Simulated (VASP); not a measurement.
# Te (Fm-3m) in VASP: a series of runs

Te is run at these levels: PBE; tasks: single point, relaxation of cell and atoms.

All numbers are computed with VASP 6.6.1; they aren't measurements. Logs are shortened: lines on timing, memory, paths and dates and some standing lists are left out, and cuts for length are marked.

## (1) The cell of the first run

The structure is cubic, space group Fm-3m (No. 225). The conventional cell has a = 4.839 Å, b = 4.839 Å, c = 4.839 Å, α = 90.00°, β = 90.00°, γ = 90.00°. Te (site symmetry m-3m) has 12 Te at 3.42 Å within 4.5 Å.

This isn't the form of Te at room conditions, which is trigonal, of chains.

## (2) Single point, PBE

File INCAR:

```
  PREC = Accurate
  ENCUT = 520
  EDIFF = 1E-7
  ISMEAR = -1
  SIGMA = 0.1
  LREAL = False
  LASPH = True
  NELM = 60
  ALGO = Normal
  ISIF = 2
  LWAVE = False
  LCHARG = True
  GGA = PE
  LELF = True
  LVHAR = True
  NBANDS = 9
```

File KPOINTS:

```
regular mesh
0
Gamma
  11 11 11
```

File POSCAR:

```
Te
1.0
    0.0000000000      2.4193645619      2.4193645619
    2.4193645619      0.0000000000      2.4193645619
    2.4193645619      2.4193645619      0.0000000000
Te
1
Direct
    0.0000000000      0.0000000000      0.0000000000
```

Potentials or basis: VASP PAW PBE potentials, release 64 (Te).

The run is started by

```console
cat potpaw_PBE.64/Te/POTCAR > POTCAR
mpirun -np 1 vasp_std > vasp.out
```

OUTCAR:

```text
PREC = Accurate
   ENCUT = 520
   EDIFF = 1E-7
   ISMEAR = -1
   LREAL = False
   LASPH = True
   NELM = 60
   ISIF = 2
   GGA = PE

 ion  position               nearest neighbor table
   1  0.000  0.000  0.000-

  LATTYP: Found a face centered cubic cell.
 ALAT       =     4.8387291238

  Lattice vectors:

 A1 = (   0.0000000000,   2.4193645619,   2.4193645619)
 A2 = (   2.4193645619,   0.0000000000,   2.4193645619)
 A3 = (   2.4193645619,   2.4193645619,   0.0000000000)

Analysis of symmetry for initial positions (statically):
=====================================================================
 Subroutine PRICEL returns:
 Original cell was already a primitive cell.

 Routine SETGRP: Setting up the symmetry group for a
 face centered cubic supercell.

 Subroutine GETGRP returns: Found 48 space group operations
 (whereof 48 operations were pure point group operations)
 out of a pool of 48 trial point group operations.

The static configuration has the point symmetry O_h .

Analysis of symmetry for dynamics (positions and initial velocities):
=====================================================================
 Subroutine PRICEL returns:
 Original cell was already a primitive cell.

 Routine SETGRP: Setting up the symmetry group for a
 face centered cubic supercell.

 Subroutine GETGRP returns: Found 48 space group operations
 (whereof 48 operations were pure point group operations)
 out of a pool of 48 trial point group operations.

The dynamic configuration has the point symmetry O_h .

 Subroutine INISYM returns: Found 48 space group operations
 (whereof 48 operations are pure point group operations),
 and found     1 'primitive' translations

----------------------------------------------------------------------------------------

                                     Primitive cell

  volume of cell :      28.3227

  direct lattice vectors                    reciprocal lattice vectors
     0.000000000  2.419364562  2.419364562    -0.206665836  0.206665836  0.206665836
     2.419364562  0.000000000  2.419364562     0.206665836 -0.206665836  0.206665836
     2.419364562  2.419364562  0.000000000     0.206665836  0.206665836 -0.206665836

  length of vectors
     3.421498176  3.421498176  3.421498176     0.357955728  0.357955728  0.357955728

  position of ions in fractional coordinates (direct lattice)
     0.000000000  0.000000000  0.000000000

  ion indices of the primitive-cell ions
   primitive index   ion index
                 1           1

----------------------------------------------------------------------------------------

 KPOINTS: regular mesh

Automatic generation of k-mesh.
 Grid dimensions read from file:
 generate k-points for:   11   11   11

 Generating k-lattice:

  Cartesian coordinates                     Fractional coordinates (reciprocal lattice)
    -0.018787803  0.018787803  0.018787803     0.090909091  0.000000000  0.000000000
     0.018787803 -0.018787803  0.018787803     0.000000000  0.090909091  0.000000000
     0.018787803  0.018787803 -0.018787803     0.000000000  0.000000000  0.090909091

  Length of vectors
     0.032541430  0.032541430  0.032541430

  Shift w.r.t. Gamma in fractional coordinates (k-lattice)
     0.000000000  0.000000000  0.000000000

 Subroutine IBZKPT returns following result:
 ===========================================

 Found     56 irreducible k-points:

 Following reciprocal coordinates:
            Coordinates               Weight
  0.000000  0.000000  0.000000      1.000000
  0.090909  0.000000  0.000000      8.000000
  0.181818  0.000000  0.000000      8.000000
  0.272727  0.000000  0.000000      8.000000
  0.363636  0.000000  0.000000      8.000000
  0.454545  0.000000  0.000000      8.000000
[... 16 lines left out ...]
 -0.272727  0.181818  0.000000     24.000000
 -0.181818  0.181818  0.000000     12.000000
 [... further k-points ...]
   k-points           NKPTS =     56   k-points in BZ     NKDIM =     56   number of bands    NBANDS=      9
   number of dos      NEDOS =    301   number of ions     NIONS =      1
   total plane-waves  NPLWV =  21952
   dimension x,y,z NGX =    28 NGY =   28 NGZ =   28
   dimension x,y,z NGXF=    56 NGYF=   56 NGZF=   56
   ions per type =               1
   NGX,Y,Z   is equivalent  to a cutoff of  13.60, 13.60, 13.60 a.u.
   NGXF,Y,Z  is equivalent  to a cutoff of  27.21, 27.21, 27.21 a.u.
 SYSTEM =  unknown system
   PREC   = accura    normal or accurate (medium, high low for compatibility)
   ISTART =      0    job   : 0-new  1-cont  2-samecut
   ICHARG =      2    charge: 1-file 2-atom 10-const
   ISPIN  =      1    spin polarized calculation?
   LNONCOLLINEAR =      F non collinear calculations
   LSORBIT =      F    spin-orbit coupling
   LASPH  =      T    aspherical Exc in radial PAW
   ENCUT  =  520.0 eV  38.22 Ry    6.18 a.u.   6.36  6.36  6.36*2*pi/ulx,y,z
   NELM   =     60;   NELMIN=  2; NELMDL= -5     # of ELM steps
   EDIFF  = 0.1E-06   stopping-criterion for ELM
   LREAL  =      F    real-space projection
   EDIFFG = 0.1E-05   stopping-criterion for IOM
   NSW    =      0    number of steps for IOM
   IBRION =     -1    ionic relax: 0-MD 1-quasi-New 2-CG
   NFREE  =      0    steps in history (QN), initial steepest desc. (CG)
   ISIF   =      2    stress and relaxation
   ISYM   =      2    0-nonsym 1-usesym 2-fastsym
   POTIM  = 0.5000    time-step for ionic-motion
   TEBEG  =    0.0;   TEEND  =   0.0 temperature during run
   PSTRESS=    0.0 pullay stress
   NELECT =       6.0000    total number of electrons
   NUPDOWN=      -1.0000    fix difference up-down
   EMIN   =  10.00;   EMAX   =-10.00  energy-range for DOS
   EFERMI =   0.00;   METHOD = LEGACY
   ISMEAR =    -1;   SIGMA  =   0.10  broadening in eV -4-tet -1-fermi 0-gaus
   EFERMI_NEDOS =   21; number of points for ismear=-14 and -15
   IALGO  =     38    algorithm
   IMIX   =      4    mixing-type and parameters
     AMIX     =   0.40;   BMIX     =  1.00
     AMIX_MAG =   1.60;   BMIX_MAG =  1.00
  volume/ion in A,a.u.               =      28.32       191.13
  Fermi-wavevector in a.u.,A,eV,Ry     =   0.975919  1.844220 12.958442  0.952419
  Thomas-Fermi vector in A             =   2.106497
   LORBIT       =      0    0 simple, 1 ext, 2 COOP (PROOUT), +10 PAW based schemes
   GGA     = PE    functional components
   LHFCALC =     F    Hartree Fock is set to
   AEXX    =    0.0000 exact exchange contribution
   IVDW    =     0    specifies the selected vdW correction
   LEPSILON=     F    determine dielectric tensor
   LRPA    =     F    only Hartree local field effects (RPA)
 non-spin polarized calculation
  energy-cutoff  :      520.00
  volume of cell :       28.32
 maximum number of plane-waves:       775
 NGX is ok and might be reduce to    28
   NGX = 13   NGY = 13   NGZ = 13

 number of electron       6.0000000 magnetization

 Free energy of the ion-electron system (eV)
  ---------------------------------------------------
  ext. energy  EPLUGINS =         0.00000000
  ---------------------------------------------------
  free energy    TOTEN  =        -2.74627826 eV

  energy without entropy =       -2.71570167  energy(sigma->0) =       -2.73098997

 E-fermi :   7.8422     XC(G=0): -10.1111

 val. band max:        7.8035343554   @ k =  -0.2727   0.3636   0.0909
 cond. band min:       7.8528107631   @ k =   0.4545   0.2727   0.0000
 fundamental gap:      0.0492764077
 Fermi energy:         7.8422234961

 k-point     1 :       0.0000    0.0000    0.0000
  band No.  band energies     occupation
      1      -6.0023      2.00000
      2      10.8900      0.00000
      3      10.8900      0.00000
      4      10.8900      0.00000
      5      17.3685      0.00000
      6      17.3685      0.00000
      7      17.3685      0.00000
      8      17.6166      0.00000
      9      18.4224      0.00000

 k-point     2 :       0.0909    0.0000    0.0000
  band No.  band energies     occupation
      1      -5.8599      2.00000
      2       9.7805      0.00000
      3      10.7496      0.00000
      4      10.7496      0.00000
      5      16.4955      0.00000
      6      17.6336      0.00000
      7      17.6336      0.00000
      8      18.3732      0.00000
      9      20.0151      0.00000

 k-point     3 :       0.1818    0.0000    0.0000
  band No.  band energies     occupation
      1      -5.4403      2.00000
      2       7.5746      1.87121
      3      10.4179      0.00000
      4      10.4179      0.00000
      5      15.7021      0.00000
      6      18.0011      0.00000
      7      18.0011      0.00000
      8      19.8226      0.00000
      9      20.0907      0.00000

 k-point     4 :       0.2727    0.0000    0.0000
  band No.  band energies     occupation
      1      -4.7742      2.00000
      2       5.2893      2.00000
      3      10.0528      0.00000
      4      10.0528      0.00000
      5      15.2024      0.00000
      6      17.5714      0.00000
      7      17.5714      0.00000
      8      19.2099      0.00000
      9      20.9107      0.00000
[... 205 lines left out ...]
 k-point    22 :      -0.3636    0.1818    0.0000
  band No.  band energies     occupation
      1      -3.0459      2.00000
      2       2.8531      2.00000
      3       6.6544      1.99999
      4       9.1891      0.00000
      5      14.5000      0.00000
      6      17.5924      0.00000
      7      18.0780      0.00000
      8      21.8269      0.00000
      9      21.9032      0.00000

 k-point    23 :      -0.2727    0.1818    0.0000
  band No.  band energies     occupation
      1      -3.7934      2.00000
      2       4.2727      2.00000
      3       6.7167      1.99997
      4       9.7671      0.00000
      5      15.2923      0.00000
      6      17.4868      0.00000
      7      18.0694      0.00000
      8      20.0170      0.00000
      9      20.2175      0.00000

 k-point    24 :      -0.1818    0.1818    0.0000
  band No.  band energies     occupation
      1      -4.5496      2.00000
      2       5.8384      2.00000
      3       7.4041      1.97528
      4      10.3263      0.00000
      5      16.3622      0.00000
      6      17.1054      0.00000
      7      18.2867      0.00000
      8      18.6929      0.00000
      9      18.9904      0.00000

 [... further k-points ...]

------------------------ aborting loop because EDIFF is reached ----------------------------------------

  FORCE on cell =-STRESS in cart. coord.  units (eV):
  Direction    XX          YY          ZZ          XY          YZ          ZX
  --------------------------------------------------------------------------------------
  -------------------------------------------------------------------------------------
  Total       -0.0174566     -0.0174566     -0.0174566      0.0000000     -0.0000000      0.0000000
  in kB       -0.9874982     -0.9874982     -0.9874982      0.0000000     -0.0000000      0.0000000
  external PRESSURE =      -0.9874982 kB  Pullay stress =       0.0000000 kB

 VOLUME and BASIS-vectors are now :
 -----------------------------------------------------------------------------
  energy-cutoff  :      520.00
  volume of cell :       28.32
      direct lattice vectors                 reciprocal lattice vectors
     0.000000000  2.419364562  2.419364562    -0.206665836  0.206665836  0.206665836
     2.419364562  0.000000000  2.419364562     0.206665836 -0.206665836  0.206665836
     2.419364562  2.419364562  0.000000000     0.206665836  0.206665836 -0.206665836

 POSITION                                       TOTAL-FORCE (eV/Angst)
 -----------------------------------------------------------------------------------
      0.00000      0.00000      0.00000         0.000000     -0.000000     -0.000000
 -----------------------------------------------------------------------------------
    total drift:                                0.000000      0.000000      0.000000

  FREE ENERGIE OF THE ION-ELECTRON SYSTEM (eV)
  ---------------------------------------------------
  free  energy   TOTEN  =        -2.7462782609 eV

  energy  without entropy=       -2.7157016713  energy(sigma->0) =       -2.73098997
```

Wall time 7 s (1 thread of Intel Xeon 6975P-C (Granite Rapids), shared host); peak memory 0.16 GiB.

Results:

```yaml
Free_energy: -2.7463 eV
Pressure: -0.1 GPa
Band_gap_on_the_k_mesh: zero (bands 3 and 4 overlap by 4.77 eV)
```

Caveat: spin-orbit coupling is left out, which moves the levels of the heavy elements.

(Part 1 of 2 ends here.)

The gap in the log of VASP goes by the Fermi energy; the results here count the filled bands.